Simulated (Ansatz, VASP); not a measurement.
## One calculation of HfN, two programs

INCAR

```
SYSTEM = HfN
PREC     = Accurate       ! precision mode
ENCUT    = 520            ! plane-wave cutoff, eV
EDIFF    = 1E-6           ! SCF threshold, eV
ISMEAR   = 0              ! smearing method
SIGMA    = 0.1            ! smearing width, eV
LREAL    = .False.        ! projectors in reciprocal space
LASPH    = .True.         ! aspherical terms in the spheres
NELM     = 80             ! most SCF steps
ALGO     = Normal         ! electronic algorithm
ISIF     = 2              ! what is computed and relaxed
LWAVE    = .False.        ! write WAVECAR
LCHARG   = .True.         ! write CHGCAR
GGA      = PS             ! functional
LELF     = .True.         ! ELF
LVHAR    = .True.       
NBANDS   = 23             ! bands
```

The input KPOINTS:

```
regular mesh
0
Gamma
  21 21 18
  0 0 0
```

File POSCAR:

```
HfN
1.0
    3.1160085603      0.0000000000      0.0000000000
   -1.5580042802      2.6985425717      0.0000000000
    0.0000000000      0.0000000000      5.6381653451
Hf N
2 2
Direct
    0.0000000000      0.0000000000      0.0000000000
    0.0000000000      0.0000000000      0.5000000000
    0.3333333333      0.6666666667      0.2500000000
    0.6666666667      0.3333333333      0.7500000000
```

Input for Ansatz:

```yaml
crystal:
  lattice:
    - [3.1160085603, 0.0, 0.0]
    - [-1.5580042802, 2.6985425717, 0.0]
    - [0.0, 0.0, 5.6381653451]
  atoms:
    - { symbol: Hf, position: [0.0, 0.0, 0.0] }
    - { symbol: "N", position: [0.3333333333, 0.6666666667, 0.25] }
    - { symbol: Hf, position: [0.0, 0.0, 0.5] }
    - { symbol: "N", position: [0.6666666667, 0.3333333333, 0.75] }
basis:
  ecutwfc: 420
kpoints:
  mp_grid: { grid: [21, 21, 18] }
hamiltonian:
  xc: pbesol
scf:
  occupations: { method: gaussian, width: 0.1 }
output:
  forces: true
  stress: true
  eigenvalues: true
```

Alike in both runs: task single point; functional PBEsol; k mesh 21 × 21 × 18; occupations gaussian, width 0.1 eV; no spin polarisation.

```csv
,VASP,Ansatz
version,VASP 6.6.1,Ansatz 0.2.0
potentials or method,"VASP PAW PBE potentials, release 64 (Hf_pv, N), cutoff 520 eV","scalar-relativistic, plane waves, PAW"
valence electrons in the cell,30,62
```

|  | VASP | Ansatz | Ansatz less VASP |
| --- | --- | --- | --- |
| gap on the k mesh at the Fermi level (eV) | none | none | - |
| pressure (GPa) | -1.9 | 0.0 | +1.93 |

VASP's potentials were made for PBE, not for PBEsol. A gap of «none» marks a metal or a gap that the smearing closes. VASP's potentials hold 30 valence electrons a cell and Ansatz's 62, so a difference there can come from the potentials and not from the codes.

Neither program's run includes spin-orbit coupling.
